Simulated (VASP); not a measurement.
# TiSi4Mo (Amm2) in VASP: further runs

TiSi4Mo is run at these levels: PBE; tasks: single point.

All numbers are computed with VASP 6.6.1; they aren't measurements. Logs are shortened: lines on timing, memory, paths and dates and some standing lists are left out, and cuts for length are marked.

### 1 The cell of the first run

Symmetry: Amm2, No. 38, orthorhombic system. Conventional cell: a = 3.580 Å, b = 3.511 Å, c = 13.593 Å, α = 90.00°, β = 90.00°, γ = 90.00°. Ti (site symmetry mm2) has 10 Si at 2.57 to 2.83 Å and 2 Mo at 3.43 Å and 4 Ti at 3.51 to 3.58 Å within 3.6 Å. Within 3.3 Å of Si (site symmetry mm2) lie 6 Si at 2.42 to 3.21 Å and 4 Mo at 2.61 Å and 2 Ti at 2.83 Å. Within 3.2 Å of Si (site symmetry mm2) lie 6 Si at 2.42 to 3.10 Å and 4 Ti at 2.57 Å and 2 Mo at 2.93 Å. Si (site symmetry mm2) has 8 Si at 2.51 to 3.16 Å and 2 Mo at 2.62 Å and 2 Ti at 2.63 Å within 3.3 Å. Si (site symmetry mm2) has 8 Si at 2.51 to 3.21 Å and 2 Ti at 2.62 Å and 2 Mo at 2.63 Å within 3.3 Å. Within 3.6 Å of Mo (site symmetry mm2) lie 10 Si at 2.61 to 2.93 Å and 2 Ti at 3.43 Å and 4 Mo at 3.51 to 3.58 Å.

### 2 Single point, PBE

Contents of INCAR:

```
SYSTEM = TiSi4Mo
PREC = Accurate ; ENCUT = 520
EDIFF = 1E-6 ; ISMEAR = 0
SIGMA = 0.1 ; LREAL = .FALSE.
LASPH = .TRUE. ; NELM = 80
ALGO = Normal ; ISIF = 2
LWAVE = .FALSE. ; LCHARG = .TRUE.
GGA = PE ; LELF = .TRUE.
LVHAR = .TRUE. ; NBANDS = 30
```

Contents of KPOINTS:

```
Automatic mesh
0
G
  6 6 6
  0 0 0
```

Contents of POSCAR:

```
TiSi4Mo
1.0
    3.5803049576      0.0000000000      0.0000000000
    0.0000000000      1.7556838533      6.7966300132
    0.0000000000     -1.7556838533      6.7966300132
Ti Si Mo
1 4 1
Direct
    0.5000000000      0.1061412650      0.1061412650
    0.5000000000      0.4430613776      0.4430613776
    0.0000000000      0.5632472242      0.5632472242
    0.5000000000      0.7497296670      0.7497296670
    0.0000000000      0.2468605015      0.2468605015
    0.0000000000      0.8909599646      0.8909599646
```

Potentials or basis: VASP PAW PBE potentials, release 64 (Ti_sv, Si, Mo_sv).

Command:

```sh
> cat potpaw_PBE.64/Ti_sv/POTCAR potpaw_PBE.64/Si/POTCAR potpaw_PBE.64/Mo_sv/POTCAR > POTCAR
> mpirun -np 1 vasp_std > vasp.out
```

OUTCAR:

```text
SYSTEM = TiSi4Mo
   PREC = Accurate
   ENCUT = 520
   EDIFF = 1E-6
   ISMEAR = 0
   LREAL = .FALSE.
   LASPH = .TRUE.
   NELM = 80
   ISIF = 2
   GGA = PE

 ion  position               nearest neighbor table
   1  0.500  0.106  0.106-   3 2.57   3 2.57   3 2.57   3 2.57   5 2.62   5 2.62   4 2.63   4 2.63
                             2 2.83   2 2.83
   2  0.500  0.443  0.443-   3 2.42   3 2.42   6 2.61   6 2.61   6 2.61   6 2.61   1 2.83   1 2.83

   3  0.000  0.563  0.563-   2 2.42   2 2.42   1 2.57   1 2.57   1 2.57   1 2.57   6 2.93   6 2.93
                             5 3.05   5 3.05   4 3.10   4 3.10
   4  0.500  0.750  0.750-   5 2.51   5 2.51   5 2.51   5 2.51   6 2.62   6 2.62   1 2.63   1 2.63
                             3 3.10   3 3.10
   5  0.000  0.247  0.247-   4 2.51   4 2.51   4 2.51   4 2.51   1 2.62   1 2.62   6 2.63   6 2.63
                             3 3.05   3 3.05
   6  0.000  0.891  0.891-   2 2.61   2 2.61   2 2.61   2 2.61   4 2.62   4 2.62   5 2.63   5 2.63
                             3 2.93   3 2.93

  LATTYP: Found a base centered orthorhombic cell.
 ALAT       =     3.5113677066
 B/A-ratio  =     3.8712151965
 C/A-ratio  =     1.0196325924

  Lattice vectors:

 A1 = (   0.0000000000,   1.7556838533,  -6.7966300132)
 A2 = (   0.0000000000,   1.7556838533,   6.7966300132)
 A3 = (   3.5803049576,   0.0000000000,   0.0000000000)

Analysis of symmetry for initial positions (statically):
=====================================================================
 Subroutine PRICEL returns:
 Original cell was already a primitive cell.

 Routine SETGRP: Setting up the symmetry group for a
 base centered orthorhombic supercell.

 Subroutine GETGRP returns: Found  4 space group operations
 (whereof  4 operations were pure point group operations)
 out of a pool of  8 trial point group operations.

The static configuration has the point symmetry C_2v.

Analysis of symmetry for dynamics (positions and initial velocities):
=====================================================================
 Subroutine PRICEL returns:
 Original cell was already a primitive cell.

 Routine SETGRP: Setting up the symmetry group for a
 base centered orthorhombic supercell.

 Subroutine GETGRP returns: Found  4 space group operations
 (whereof  4 operations were pure point group operations)
 out of a pool of  8 trial point group operations.

The dynamic configuration has the point symmetry C_2v.

 Subroutine INISYM returns: Found  4 space group operations
 (whereof  4 operations are pure point group operations),
 and found     1 'primitive' translations

----------------------------------------------------------------------------------------

                                     Primitive cell

  volume of cell :      85.4457

  direct lattice vectors                    reciprocal lattice vectors
     3.580304958  0.000000000  0.000000000     0.279305817  0.000000000  0.000000000
     0.000000000  1.755683853  6.796630013     0.000000000  0.284789314  0.073565870
     0.000000000 -1.755683853  6.796630013     0.000000000 -0.284789314  0.073565870

  length of vectors
     3.580304958  7.019729719  7.019729719     0.279305817  0.294137537  0.294137537

  position of ions in fractional coordinates (direct lattice)
     0.500000000  0.106141265  0.106141265
     0.500000000  0.443061378  0.443061378
     0.000000000  0.563247224  0.563247224
     0.500000000  0.749729667  0.749729667
     0.000000000  0.246860502  0.246860502
     0.000000000  0.890959965  0.890959965

  ion indices of the primitive-cell ions
   primitive index   ion index
                 1           1
                 2           2
                 3           3
                 4           4
                 5           5
                 6           6

----------------------------------------------------------------------------------------

 KPOINTS: Automatic mesh

Automatic generation of k-mesh.
 Grid dimensions read from file:
 generate k-points for:    6    6    6

 Generating k-lattice:

  Cartesian coordinates                     Fractional coordinates (reciprocal lattice)
     0.046550969  0.000000000  0.000000000     0.166666667  0.000000000  0.000000000
     0.000000000  0.047464886  0.012260978     0.000000000  0.166666667  0.000000000
     0.000000000 -0.047464886  0.012260978     0.000000000  0.000000000  0.166666667

  Length of vectors
     0.046550969  0.049022923  0.049022923

  Shift w.r.t. Gamma in fractional coordinates (k-lattice)
     0.000000000  0.000000000  0.000000000

 Subroutine IBZKPT returns following result:
 ===========================================

 Found     52 irreducible k-points:

 Following reciprocal coordinates:
            Coordinates               Weight
  0.000000  0.000000  0.000000      1.000000
  0.166667  0.000000  0.000000      2.000000
  0.333333  0.000000  0.000000      2.000000
  0.500000  0.000000  0.000000      1.000000
  0.000000  0.166667  0.000000      4.000000
  0.166667  0.166667  0.000000      8.000000
[... 16 lines left out ...]
  0.333333  0.333333  0.166667      8.000000
  0.500000  0.333333  0.166667      4.000000
 [... further k-points ...]
   k-points           NKPTS =     52   k-points in BZ     NKDIM =     52   number of bands    NBANDS=     30
   number of dos      NEDOS =    301   number of ions     NIONS =      6
   total plane-waves  NPLWV =  81648
   dimension x,y,z NGX =    28 NGY =   54 NGZ =   54
   dimension x,y,z NGXF=    56 NGYF=  108 NGZF=  108
   ions per type =               1   4   1
   NGX,Y,Z   is equivalent  to a cutoff of  13.00, 12.79, 12.79 a.u.
   NGXF,Y,Z  is equivalent  to a cutoff of  26.00, 25.58, 25.58 a.u.
 SYSTEM =  TiSi4Mo
   PREC   = accura    normal or accurate (medium, high low for compatibility)
   ISTART =      0    job   : 0-new  1-cont  2-samecut
   ICHARG =      2    charge: 1-file 2-atom 10-const
   ISPIN  =      1    spin polarized calculation?
   LNONCOLLINEAR =      F non collinear calculations
   LSORBIT =      F    spin-orbit coupling
   LASPH  =      T    aspherical Exc in radial PAW
   ENCUT  =  520.0 eV  38.22 Ry    6.18 a.u.   6.66 13.05 13.05*2*pi/ulx,y,z
   NELM   =     80;   NELMIN=  2; NELMDL= -5     # of ELM steps
   EDIFF  = 0.1E-05   stopping-criterion for ELM
   LREAL  =      F    real-space projection
   EDIFFG = 0.1E-04   stopping-criterion for IOM
   NSW    =      0    number of steps for IOM
   IBRION =     -1    ionic relax: 0-MD 1-quasi-New 2-CG
   NFREE  =      0    steps in history (QN), initial steepest desc. (CG)
   ISIF   =      2    stress and relaxation
   ISYM   =      2    0-nonsym 1-usesym 2-fastsym
   POTIM  = 0.5000    time-step for ionic-motion
   TEBEG  =    0.0;   TEEND  =   0.0 temperature during run
   PSTRESS=    0.0 pullay stress
   NELECT =      42.0000    total number of electrons
   NUPDOWN=      -1.0000    fix difference up-down
   EMIN   =  10.00;   EMAX   =-10.00  energy-range for DOS
   EFERMI =   0.00;   METHOD = LEGACY
   ISMEAR =     0;   SIGMA  =   0.10  broadening in eV -4-tet -1-fermi 0-gaus
   EFERMI_NEDOS =   21; number of points for ismear=-14 and -15
   IALGO  =     38    algorithm
   IMIX   =      4    mixing-type and parameters
     AMIX     =   0.40;   BMIX     =  1.00
     AMIX_MAG =   1.60;   BMIX_MAG =  1.00
  volume/ion in A,a.u.               =      14.24        96.10
  Fermi-wavevector in a.u.,A,eV,Ry     =   1.291996  2.441519 22.711586  1.669254
  Thomas-Fermi vector in A             =   2.423732
   LORBIT       =      0    0 simple, 1 ext, 2 COOP (PROOUT), +10 PAW based schemes
   GGA     = PE    functional components
   LHFCALC =     F    Hartree Fock is set to
   AEXX    =    0.0000 exact exchange contribution
   IVDW    =     0    specifies the selected vdW correction
   LEPSILON=     F    determine dielectric tensor
   LRPA    =     F    only Hartree local field effects (RPA)
 non-spin polarized calculation
 Gauss-broadening in eV      SIGMA  =   0.10
  energy-cutoff  :      520.00
  volume of cell :       85.45
 maximum number of plane-waves:      2323
 NGX is ok and might be reduce to    28
   NGX = 13   NGY = 27   NGZ = 27

 number of electron      42.0000001 magnetization

 Free energy of the ion-electron system (eV)
  ---------------------------------------------------
  ext. energy  EPLUGINS =         0.00000000
  ---------------------------------------------------
  free energy    TOTEN  =       -42.45380159 eV

  energy without entropy =      -42.43390878  energy(sigma->0) =      -42.44385518

 E-fermi :  11.2355     XC(G=0): -11.8602

 val. band max:       11.2354770527   @ k =   0.1667  -0.1667   0.1667
 cond. band min:      11.2356202005   @ k =   0.5000   0.3333  -0.0000
 fundamental gap:      0.0001431478
 Fermi energy:        11.2355369784

 k-point     1 :       0.0000    0.0000    0.0000
  band No.  band energies     occupation
      1     -50.0368      2.00000
      2     -45.5303      2.00000
      3     -24.2025      2.00000
      4     -24.1636      2.00000
      5     -24.1449      2.00000
      6     -21.8877      2.00000
[... 22 lines left out ...]
     29      14.3878      0.00000
     30      15.0343      0.00000

 k-point     2 :       0.1667    0.0000    0.0000
  band No.  band energies     occupation
      1     -50.0358      2.00000
      2     -45.5294      2.00000
      3     -24.2006      2.00000
      4     -24.1847      2.00000
      5     -24.1425      2.00000
      6     -21.8863      2.00000
[... 22 lines left out ...]
     29      14.4701      0.00000
     30      15.1740      0.00000

 k-point     3 :       0.3333    0.0000    0.0000
  band No.  band energies     occupation
      1     -50.0337      2.00000
      2     -45.5277      2.00000
      3     -24.2265      2.00000
      4     -24.1970      2.00000
      5     -24.1376      2.00000
      6     -21.8835      2.00000
[... 22 lines left out ...]
     29      14.6155      0.00000
     30      15.6290      0.00000

 k-point     4 :       0.5000    0.0000    0.0000
  band No.  band energies     occupation
      1     -50.0327      2.00000
      2     -45.5268      2.00000
      3     -24.2473      2.00000
      4     -24.1951      2.00000
      5     -24.1352      2.00000
      6     -21.8927      2.00000
[... 22 lines left out ...]
     29      14.6965      0.00000
     30      14.8513      0.00000

 k-point     5 :       0.0000    0.1667    0.0000
  band No.  band energies     occupation
      1     -50.0355      2.00000
      2     -45.5292      2.00000
      3     -24.2282      2.00000
      4     -24.1612      2.00000
      5     -24.1418      2.00000
      6     -21.9073      2.00000
[... 22 lines left out ...]
     29      14.1789      0.00000
     30      14.9253      0.00000
[... 526 lines left out ...]
     29      14.6988      0.00000
     30      15.5595      0.00000

 k-point    22 :       0.1667    0.3333    0.1667
  band No.  band energies     occupation
      1     -50.0345      2.00000
      2     -45.5283      2.00000
      3     -24.2261      2.00000
      4     -24.1820      2.00000
      5     -24.1394      2.00000
      6     -21.9056      2.00000
[... 22 lines left out ...]
     29      14.6281      0.00000
     30      15.2713      0.00000

 k-point    23 :       0.3333    0.3333    0.1667
  band No.  band energies     occupation
      1     -50.0325      2.00000
      2     -45.5265      2.00000
      3     -24.2238      2.00000
      4     -24.2214      2.00000
      5     -24.1347      2.00000
      6     -21.9022      2.00000
[... 22 lines left out ...]
     29      15.0427      0.00000
     30      15.9144      0.00000

 k-point    24 :       0.5000    0.3333    0.1667
  band No.  band energies     occupation
      1     -50.0315      2.00000
      2     -45.5257      2.00000
      3     -24.2438      2.00000
      4     -24.2197      2.00000
      5     -24.1324      2.00000
      6     -21.9005      2.00000
[... 22 lines left out ...]
     29      15.2167      0.00000
     30      15.2917      0.00000

 [... further k-points ...]
[... 5 lines left out ...]
  --------------------------------------------------------------------------------------
  -------------------------------------------------------------------------------------
  Total       -0.0816202      0.0337656      0.1800672      0.0000000      0.0000000      0.0000000
  in kB       -1.5304475      0.6331332      3.3764110      0.0000000      0.0000000      0.0000000
  external PRESSURE =       0.8263656 kB  Pullay stress =       0.0000000 kB

 VOLUME and BASIS-vectors are now :
 -----------------------------------------------------------------------------
  energy-cutoff  :      520.00
  volume of cell :       85.45
      direct lattice vectors                 reciprocal lattice vectors
     3.580304958  0.000000000  0.000000000     0.279305817  0.000000000  0.000000000
     0.000000000  1.755683853  6.796630013     0.000000000  0.284789314  0.073565870
     0.000000000 -1.755683853  6.796630013     0.000000000 -0.284789314  0.073565870

 POSITION                                       TOTAL-FORCE (eV/Angst)
 -----------------------------------------------------------------------------------
      1.79015      0.00000      1.44281         0.000000      0.000000      0.013681
      1.79015      0.00000      6.02265         0.000000      0.000000      0.012644
      0.00000      0.00000      7.65637         0.000000      0.000000     -0.010300
      1.79015      0.00000     10.19127         0.000000      0.000000     -0.019042
      0.00000      0.00000      3.35564         0.000000      0.000000     -0.005055
      0.00000      0.00000     12.11105         0.000000      0.000000      0.008072
 -----------------------------------------------------------------------------------
    total drift:                                0.000000      0.000000      0.000238

  FREE ENERGIE OF THE ION-ELECTRON SYSTEM (eV)
  ---------------------------------------------------
  free  energy   TOTEN  =       -42.4538015903 eV

  energy  without entropy=      -42.4339087779  energy(sigma->0) =      -42.44385518
```

Wall time 2.1 min (1 thread of Intel Xeon 6975P-C (Granite Rapids), shared host); peak memory 0.32 GiB.

What came out:

```yaml
Free_energy: -42.4538 eV
Pressure: 0.1 GPa
Largest_force: 0.019 eV/Å
Band_gap_on_the_k_mesh: zero (bands 21 and 22 overlap by 1.06 eV)
```

Forces in eV/Å, atoms in the order of the input:
```
Ti   0.000  0.000  0.014
Si   0.000  0.000  0.013
Si   0.000  0.000 -0.010
Si   0.000  0.000 -0.019
Si   0.000  0.000 -0.005
Mo   0.000  0.000  0.008
```

### 3 Single point, PBE

This run uses another cell than the first one, of 15.51 Å³/atom.

Contents of INCAR:

```
SYSTEM = TiSi4Mo
PREC = Accurate
ENCUT = 520
EDIFF = 1E-6
ISMEAR = 0
SIGMA = 0.1
LREAL = .FALSE.
LASPH = .TRUE.
NELM = 60
ALGO = Normal
ISIF = 2
LWAVE = .FALSE.
LCHARG = .TRUE.
GGA = PE
LELF = .TRUE.
LVHAR = .TRUE.
NBANDS = 30
```

Contents of KPOINTS:

```
regular mesh
0
G
  6 6 6
  0 0 0
```

Contents of POSCAR:

```
TiSi4Mo
1.0
    3.6731862000      0.0000000000      0.0000000000
    0.0000000000      1.8185815400      6.9640643000
    0.0000000000     -1.8185815400      6.9640643000
Ti Si Mo
1 4 1
Direct
    0.5000000000      0.1031180700      0.1031180700
    0.5000000000      0.4417485600      0.4417485600
    0.0000000000      0.5582514400      0.5582514400
    0.5000000000      0.7503148200      0.7503148200
    0.0000000000      0.2496851800      0.2496851800
    0.0000000000      0.8968819300      0.8968819300
```

Potentials or basis: VASP PAW PBE potentials, release 64 (Ti_sv, Si, Mo_sv).

Command:

```sh
> cat potpaw_PBE.64/Ti_sv/POTCAR potpaw_PBE.64/Si/POTCAR potpaw_PBE.64/Mo_sv/POTCAR > POTCAR
> mpirun -np 1 vasp_std > vasp.out
```

Wall time 2.3 min (1 thread of Intel Xeon 6975P-C (Granite Rapids), shared host); peak memory 0.34 GiB.

Results (log left out):

| Item | Value |
| --- | --- |
| Free energy | -42.1036 eV |
| Pressure | -11.1 GPa |
| Largest force | 0.916 eV/Å |
| Band gap on the k mesh | zero (bands 21 and 22 overlap by 0.82 eV) |

Forces on the atoms (eV/Å):
```
Ti   0.000  0.000  0.654
Si   0.000  0.000  0.039
Si   0.000  0.000  0.117
Si   0.000  0.000  0.116
Si   0.000  0.000 -0.009
Mo   0.000  0.000 -0.916
```

Stress tensor (GPa, compression positive):
```
-11.00   0.00   0.00
  0.00 -11.53   0.00
  0.00   0.00 -10.71
```

Levels at points of the mesh, in eV from the Fermi level:
| k point | band 19 | band 20 | band 21 | band 22 | band 23 | band 24 |
| --- | --- | --- | --- | --- | --- | --- |
| (0.00, 0.00, 0.00) | -2.20 | -1.01 | -0.02 | 0.16 | 0.53 | 0.78 |
| (0.50, 0.00, 0.00) | -0.80 | -0.41 | 0.13 | 0.30 | 0.47 | 0.99 |
| (0.00, 0.50, 0.00) | -1.57 | -1.27 | -0.69 | 0.26 | 0.58 | 0.89 |
| (0.50, 0.50, 0.00) | -2.83 | -2.75 | 0.39 | 0.47 | 1.43 | 1.58 |
| (0.00, 0.50, 0.50) | -1.82 | -1.02 | -0.04 | 0.06 | 0.34 | 0.56 |
| (0.50, 0.50, 0.50) | -1.79 | -0.93 | -0.40 | -0.05 | 0.26 | 1.36 |

Caveat: the cell stands under tension.

The gap in the log of VASP goes by the Fermi energy; the results here count the filled bands.